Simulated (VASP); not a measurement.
# In (C2/c) in VASP: notebook

In is run at these levels: PBEsol; tasks: single point.

Everything below comes from runs of VASP 6.6.1. Logs are shortened: lines on timing, memory, paths and dates and some standing lists are left out, and cuts for length are marked.

### 1 The cell of the first run

It takes space group C2/c (No. 15, monoclinic). Conventional cell: a = 3.068 Å, b = 10.549 Å, c = 3.254 Å, α = 90.00°, β = 116.53°, γ = 90.00°. Within 4.0 Å of In (site symmetry 2) lie 14 In at 3.07 to 3.83 Å.

### 2 Single point, PBEsol (23.56 Å³/atom)

Input file INCAR:

```
SYSTEM = In
PREC = Accurate ; ENCUT = 520
EDIFF = 1E-7 ; ISMEAR = -1
SIGMA = 0.1 ; LREAL = .FALSE.
LASPH = .TRUE. ; NELM = 80
ALGO = Normal ; ISIF = 2
LWAVE = .FALSE. ; LCHARG = .FALSE.
GGA = PS ; NBANDS = 20
```

Input file KPOINTS:

```
Automatic mesh
0
G
  13 13 12
  0 0 0
```

Input file POSCAR:

```
In
1.0
   -3.7423881607      3.7171017632      1.5339823893
    3.7171017632     -3.7423881607      1.5339823893
    2.0719591779      2.0719591779     -1.5802944728
In
2
Direct
    0.9993221845      0.0006778155      1.0000000000
    0.7506778155      0.2493221845      0.5000000000
```

Potentials or basis: VASP PAW PBE potentials, release 64 (In_d).

Launch:

```bash
$ cat potpaw_PBE.64/In_d/POTCAR > POTCAR
$ mpirun -np 1 vasp_std > vasp.out
```

OUTCAR:

```text
SYSTEM = In
   PREC = Accurate
   ENCUT = 520
   EDIFF = 1E-7
   ISMEAR = -1
   LREAL = .FALSE.
   LASPH = .TRUE.
   NELM = 80
   ISIF = 2
   GGA = PS

 ion  position               nearest neighbor table
   1  0.999  0.001  0.000-   2 3.11   2 3.11   2 3.11   2 3.11   2 3.76   2 3.76   2 3.83   2 3.83

   2  0.751  0.249  0.500-   1 3.11   1 3.11   1 3.11   1 3.11   1 3.76   1 3.76   1 3.83   1 3.83

  Warning from LATTYP: Got some problem with cell dimensions!
  Tried to take original basis but could not verify dimensions!
  LATTYP: Found a base centered monoclinic cell.
 ALAT       =     3.0681731839
 B/A-ratio  =     3.4383038982
 C/A-ratio  =     1.0606854279
 COS(beta)  =    -0.4467332876

  Lattice vectors:

 A1 = (   3.7423881607,  -3.7171017632,  -1.5339823893)
 A2 = (  -3.7171017632,   3.7423881607,  -1.5339823893)
 A3 = (   2.0466727804,   2.0466727804,   1.4876703058)

Analysis of symmetry for initial positions (statically):
=====================================================================
 Subroutine PRICEL returns:
 Original cell was already a primitive cell.

 Routine SETGRP: Setting up the symmetry group for a
 base centered monoclinic supercell.

 Subroutine GETGRP returns: Found  4 space group operations
 (whereof  2 operations were pure point group operations)
 out of a pool of  4 trial point group operations.

The static configuration has the point symmetry C_2 .
 The point group associated with its full space group is C_2h.

Analysis of symmetry for dynamics (positions and initial velocities):
=====================================================================
 Subroutine PRICEL returns:
 Original cell was already a primitive cell.

 Routine SETGRP: Setting up the symmetry group for a
 base centered monoclinic supercell.

 Subroutine GETGRP returns: Found  4 space group operations
 (whereof  2 operations were pure point group operations)
 out of a pool of  4 trial point group operations.

The dynamic configuration has the point symmetry C_2 .
 The point group associated with its full space group is C_2h.

 Subroutine INISYM returns: Found  4 space group operations
 (whereof  2 operations are pure point group operations),
 and found     1 'primitive' translations

----------------------------------------------------------------------------------------

                                     Primitive cell

  volume of cell :      47.1196

  direct lattice vectors                    reciprocal lattice vectors
    -3.742388161  3.717101763  1.533982389     0.058059151  0.192116575  0.328010950
     3.717101763 -3.742388161  1.533982389     0.192116575  0.058059151  0.328010950
     2.071959178  2.071959178 -1.580294473     0.242844081  0.242844081  0.004003079

  length of vectors
     5.493215510  5.493215510  3.329168108     0.384539760  0.384539760  0.343456721

  position of ions in fractional coordinates (direct lattice)
     0.999322185  0.000677815  1.000000000
     0.750677815  0.249322185  0.500000000

  ion indices of the primitive-cell ions
   primitive index   ion index
                 1           1
                 2           2

----------------------------------------------------------------------------------------

 KPOINTS: Automatic mesh

Automatic generation of k-mesh.
 Grid dimensions read from file:
 generate k-points for:   13   13   12

 Generating k-lattice:

  Cartesian coordinates                     Fractional coordinates (reciprocal lattice)
     0.004466089  0.014778198  0.025231612     0.076923077  0.000000000  0.000000000
     0.014778198  0.004466089  0.025231612     0.000000000  0.076923077  0.000000000
     0.020237007  0.020237007  0.000333590    -0.000000000 -0.000000000  0.083333333

  Length of vectors
     0.029579982  0.029579982  0.028621393

  Shift w.r.t. Gamma in fractional coordinates (k-lattice)
     0.000000000  0.000000000  0.000000000

 Subroutine IBZKPT returns following result:
 ===========================================

 Found    553 irreducible k-points:

 Following reciprocal coordinates:
            Coordinates               Weight
  0.000000  0.000000  0.000000      1.000000
  0.076923  0.000000 -0.000000      4.000000
  0.153846  0.000000 -0.000000      4.000000
  0.230769  0.000000 -0.000000      4.000000
  0.307692  0.000000 -0.000000      4.000000
  0.384615  0.000000 -0.000000      4.000000
[... 16 lines left out ...]
  0.384615  0.153846 -0.000000      4.000000
  0.461538  0.153846 -0.000000      4.000000
 [... further k-points ...]
   k-points           NKPTS =    553   k-points in BZ     NKDIM =    553   number of bands    NBANDS=     20
   number of dos      NEDOS =    301   number of ions     NIONS =      2
   total plane-waves  NPLWV =  49392
   dimension x,y,z NGX =    42 NGY =   42 NGZ =   28
   dimension x,y,z NGXF=    84 NGYF=   84 NGZF=   56
   ions per type =               2
   NGX,Y,Z   is equivalent  to a cutoff of  12.71, 12.71, 13.98 a.u.
   NGXF,Y,Z  is equivalent  to a cutoff of  25.42, 25.42, 27.96 a.u.
 SYSTEM =  In
   PREC   = accura    normal or accurate (medium, high low for compatibility)
   ISTART =      0    job   : 0-new  1-cont  2-samecut
   ICHARG =      2    charge: 1-file 2-atom 10-const
   ISPIN  =      1    spin polarized calculation?
   LNONCOLLINEAR =      F non collinear calculations
   LSORBIT =      F    spin-orbit coupling
   LASPH  =      T    aspherical Exc in radial PAW
   ENCUT  =  520.0 eV  38.22 Ry    6.18 a.u.  10.21 10.21  6.19*2*pi/ulx,y,z
   NELM   =     80;   NELMIN=  2; NELMDL= -5     # of ELM steps
   EDIFF  = 0.1E-06   stopping-criterion for ELM
   LREAL  =      F    real-space projection
   EDIFFG = 0.1E-05   stopping-criterion for IOM
   NSW    =      0    number of steps for IOM
   IBRION =     -1    ionic relax: 0-MD 1-quasi-New 2-CG
   NFREE  =      0    steps in history (QN), initial steepest desc. (CG)
   ISIF   =      2    stress and relaxation
   ISYM   =      2    0-nonsym 1-usesym 2-fastsym
   POTIM  = 0.5000    time-step for ionic-motion
   TEBEG  =    0.0;   TEEND  =   0.0 temperature during run
   PSTRESS=    0.0 pullay stress
   NELECT =      26.0000    total number of electrons
   NUPDOWN=      -1.0000    fix difference up-down
   EMIN   =  10.00;   EMAX   =-10.00  energy-range for DOS
   EFERMI =   0.00;   METHOD = LEGACY
   ISMEAR =    -1;   SIGMA  =   0.10  broadening in eV -4-tet -1-fermi 0-gaus
   EFERMI_NEDOS =   21; number of points for ismear=-14 and -15
   IALGO  =     38    algorithm
   IMIX   =      4    mixing-type and parameters
     AMIX     =   0.40;   BMIX     =  1.00
     AMIX_MAG =   1.60;   BMIX_MAG =  1.00
  volume/ion in A,a.u.               =      23.56       158.99
  Fermi-wavevector in a.u.,A,eV,Ry     =   1.342761  2.537450 24.531390  1.803006
  Thomas-Fermi vector in A             =   2.470889
   LORBIT       =      0    0 simple, 1 ext, 2 COOP (PROOUT), +10 PAW based schemes
   GGA     = PS    functional components
   LHFCALC =     F    Hartree Fock is set to
   AEXX    =    0.0000 exact exchange contribution
   IVDW    =     0    specifies the selected vdW correction
   LEPSILON=     F    determine dielectric tensor
   LRPA    =     F    only Hartree local field effects (RPA)
 non-spin polarized calculation
  energy-cutoff  :      520.00
  volume of cell :       47.12
 maximum number of plane-waves:      1288
 NGX is ok and might be reduce to    42
   NGX = 21   NGY = 21   NGZ = 13

 number of electron      26.0000002 magnetization

 Free energy of the ion-electron system (eV)
  ---------------------------------------------------
  ext. energy  EPLUGINS =         0.00000000
  ---------------------------------------------------
  free energy    TOTEN  =        -5.91702542 eV

  energy without entropy =       -5.89104582  energy(sigma->0) =       -5.90403562

 E-fermi :   8.5987     XC(G=0): -10.9105

 val. band max:        8.5963611060   @ k =  -0.3077   0.2308   0.3333
 cond. band min:       8.6062755625   @ k =   0.3846   0.0769   0.3333
 fundamental gap:      0.0099144565
 Fermi energy:         8.5987304960

 k-point     1 :       0.0000    0.0000    0.0000
  band No.  band energies     occupation
      1      -6.2467      2.00000
      2      -6.2096      2.00000
      3      -6.1661      2.00000
      4      -6.0475      2.00000
      5      -6.0148      2.00000
      6      -5.9322      2.00000
[... 12 lines left out ...]
     19      20.8565      0.00000
     20      21.3796      0.00000

 k-point     2 :       0.0769    0.0000   -0.0000
  band No.  band energies     occupation
      1      -6.2228      2.00000
      2      -6.1949      2.00000
      3      -6.1400      2.00000
      4      -6.0414      2.00000
      5      -6.0001      2.00000
      6      -5.9430      2.00000
[... 12 lines left out ...]
     19      20.0485      0.00000
     20      20.5798      0.00000

 k-point     3 :       0.1538    0.0000   -0.0000
  band No.  band energies     occupation
      1      -6.1733      2.00000
      2      -6.1633      2.00000
      3      -6.0842      2.00000
      4      -6.0200      2.00000
      5      -5.9750      2.00000
      6      -5.9582      2.00000
[... 12 lines left out ...]
     19      19.9015      0.00000
     20      20.2422      0.00000

 k-point     4 :       0.2308    0.0000   -0.0000
  band No.  band energies     occupation
      1      -6.1839      2.00000
      2      -6.1158      2.00000
      3      -6.0806      2.00000
      4      -6.0316      2.00000
      5      -5.9609      2.00000
      6      -5.9028      2.00000
[... 12 lines left out ...]
     19      19.4559      0.00000
     20      19.9520      0.00000

 k-point     5 :       0.3077    0.0000   -0.0000
  band No.  band energies     occupation
      1      -6.2270      2.00000
      2      -6.1391      2.00000
      3      -6.1056      2.00000
      4      -6.0859      2.00000
      5      -5.9681      2.00000
      6      -5.8615      2.00000
[... 12 lines left out ...]
     19      18.8867      0.00000
     20      19.8169      0.00000

 k-point     6 :       0.3846    0.0000   -0.0000
  band No.  band energies     occupation
      1      -6.2713      2.00000
      2      -6.1957      2.00000
      3      -6.1540      2.00000
      4      -6.1085      2.00000
      5      -5.9912      2.00000
      6      -5.8163      2.00000
[... 12 lines left out ...]
     19      17.6222      0.00000
     20      18.6543      0.00000

 k-point     7 :       0.4615    0.0000   -0.0000
  band No.  band energies     occupation
      1      -6.2970      2.00000
      2      -6.2279      2.00000
      3      -6.1955      2.00000
      4      -6.1117      2.00000
      5      -6.0085      2.00000
      6      -5.7778      2.00000
[... 12 lines left out ...]
     19      16.5909      0.00000
     20      18.4427      0.00000
[... 277 lines left out ...]
 k-point    20 :       0.1538    0.1538   -0.0000
  band No.  band energies     occupation
      1      -6.2278      2.00000
      2      -6.1519      2.00000
      3      -6.0808      2.00000
      4      -6.0637      2.00000
      5      -5.9584      2.00000
      6      -5.9245      2.00000
[... 12 lines left out ...]
     19      19.6674      0.00000
     20      19.8063      0.00000

 k-point    21 :       0.2308    0.1538   -0.0000
  band No.  band energies     occupation
      1      -6.2739      2.00000
      2      -6.2144      2.00000
      3      -6.1335      2.00000
      4      -6.0641      2.00000
      5      -5.9893      2.00000
      6      -5.8941      2.00000
[... 12 lines left out ...]
     19      19.0414      0.00000
     20      19.6647      0.00000

 k-point    22 :       0.3077    0.1538   -0.0000
  band No.  band energies     occupation
      1      -6.3017      2.00000
      2      -6.2534      2.00000
      3      -6.1728      2.00000
      4      -6.0623      2.00000
      5      -6.0150      2.00000
      6      -5.8614      2.00000
[... 12 lines left out ...]
     19      17.3871      0.00000
     20      18.9984      0.00000

 k-point    23 :       0.3846    0.1538   -0.0000
  band No.  band energies     occupation
      1      -6.3015      2.00000
      2      -6.2561      2.00000
      3      -6.1859      2.00000
      4      -6.0575      2.00000
      5      -6.0222      2.00000
      6      -5.8352      2.00000
[... 12 lines left out ...]
     19      16.4422      0.00000
     20      18.6022      0.00000

 k-point    24 :       0.4615    0.1538   -0.0000
  band No.  band energies     occupation
      1      -6.2736      2.00000
      2      -6.2251      2.00000
      3      -6.1678      2.00000
      4      -6.0496      2.00000
      5      -6.0091      2.00000
      6      -5.8229      2.00000
[... 12 lines left out ...]
     19      16.7061      0.00000
     20      18.1126      0.00000

 [... further k-points ...]

------------------------ aborting loop because EDIFF is reached ----------------------------------------

  FORCE on cell =-STRESS in cart. coord.  units (eV):
  Direction    XX          YY          ZZ          XY          YZ          ZX
  --------------------------------------------------------------------------------------
  -------------------------------------------------------------------------------------
  Total        1.3233246      1.3233246      1.4252407     -0.1564975      0.0504520      0.0504520
  in kB       44.9961103     44.9961103     48.4614959     -5.3212776      1.7154855      1.7154852
  external PRESSURE =      46.1512388 kB  Pullay stress =       0.0000000 kB

 VOLUME and BASIS-vectors are now :
 -----------------------------------------------------------------------------
  energy-cutoff  :      520.00
  volume of cell :       47.12
      direct lattice vectors                 reciprocal lattice vectors
    -3.742388161  3.717101763  1.533982389     0.058059151  0.192116575  0.328010950
     3.717101763 -3.742388161  1.533982389     0.192116575  0.058059151  0.328010950
     2.071959178  2.071959178 -1.580294473     0.242844081  0.242844081  0.004003079

 POSITION                                       TOTAL-FORCE (eV/Angst)
 -----------------------------------------------------------------------------------
     -3.73733      3.71205      1.53398        -0.016563      0.016563      0.000000
     -0.84659      2.89327      0.74384         0.016563     -0.016563     -0.000000
 -----------------------------------------------------------------------------------
    total drift:                               -0.000000      0.000000     -0.000000

  FREE ENERGIE OF THE ION-ELECTRON SYSTEM (eV)
  ---------------------------------------------------
  free  energy   TOTEN  =        -5.9170254158 eV

  energy  without entropy=       -5.8910458200  energy(sigma->0) =       -5.90403562
```

Run time: 5.4 min. Hardware: 1 thread of Intel Xeon 6975P-C (Granite Rapids), shared host; peak memory 0.52 GiB.

Results:

```yaml
Free_energy: -5.9170 eV
Pressure: 4.6 GPa
Largest_force: 0.023 eV/Å
Band_gap_on_the_k_mesh: zero (bands 13 and 14 overlap by 7.60 eV)
```

Forces on the atoms (eV/Å):
```
In  -0.017  0.017  0.000
In   0.017 -0.017  0.000
```

Levels at points of the mesh, in eV from the Fermi level:
```tsv
k point	band 10	band 11	band 12	band 13	band 14	band 15	band 16	band 17
(0.00, 0.00, 0.00)	-14.23	-10.33	-4.45	-3.89	7.36	11.28	11.31	11.32
(0.00, 0.00, 0.50)	-14.25	-5.33	-5.33	0.09	0.09	1.43	1.43	7.19
```

Caveat: the cell stands under pressure; the PAW data sets were made with another functional, which shifts forces and pressure a little; spin-orbit coupling is left out, which moves the levels of the heavy elements.

### 3 Single point, PBEsol (24.58 Å³/atom)

This run uses another cell than the first one, of 24.58 Å³/atom.

Input file INCAR:

```
PREC = Accurate ; ENCUT = 520
EDIFF = 1E-6 ; ISMEAR = -1
SIGMA = 0.1 ; LREAL = F
LASPH = T ; NELM = 100
ALGO = Normal ; ISIF = 2
LWAVE = F ; LCHARG = F
GGA = PS ; NBANDS = 20
```

Input file KPOINTS:

```
regular mesh
0
Gamma
  13 13 12
```

Input file POSCAR:

```
In
1.0
   -3.7958580728      3.7702103922      1.5558993846
    3.7702103922     -3.7958580728      1.5558993846
    2.1015625943      2.1015625943     -1.6028731586
In
2
Direct
    0.9993221845      0.0006778155      1.0000000000
    0.7506778155      0.2493221845      0.5000000000
```

Potentials or basis: VASP PAW PBE potentials, release 64 (In_d).

Launch:

```bash
$ cat potpaw_PBE.64/In_d/POTCAR > POTCAR
$ mpirun -np 1 vasp_std > vasp.out
```

Wall time 5.4 min (1 thread of Intel Xeon 6975P-C (Granite Rapids), shared host); peak memory 0.53 GiB.

The run converged. Its results:

* Free energy: -5.9599 eV
* Pressure: 2.0 GPa
* Largest force: 0.018 eV/Å
* Band gap on the k mesh: zero (bands 13 and 14 overlap by 7.31 eV)

Forces on the atoms (eV/Å):
```
In  -0.013  0.013  0.000
In   0.013 -0.013  0.000
```

Stress tensor (GPa, compression positive):
```
 1.92 -0.46  0.13
-0.46  1.92  0.13
 0.13  0.13  2.23
```

Levels at points of the mesh, in eV from the Fermi level:
| k point | band 11 | band 12 | band 13 | band 14 | band 15 | band 16 |
| --- | --- | --- | --- | --- | --- | --- |
| (0.00, 0.00, 0.00) | -9.99 | -4.42 | -3.67 | 7.16 | 10.91 | 10.92 |
| (0.00, 0.00, 0.50) | -5.18 | -5.18 | 0.06 | 0.06 | 1.44 | 1.44 |

Caveat: the PAW data sets were made with another functional, which shifts forces and pressure a little; spin-orbit coupling is left out, which moves the levels of the heavy elements.
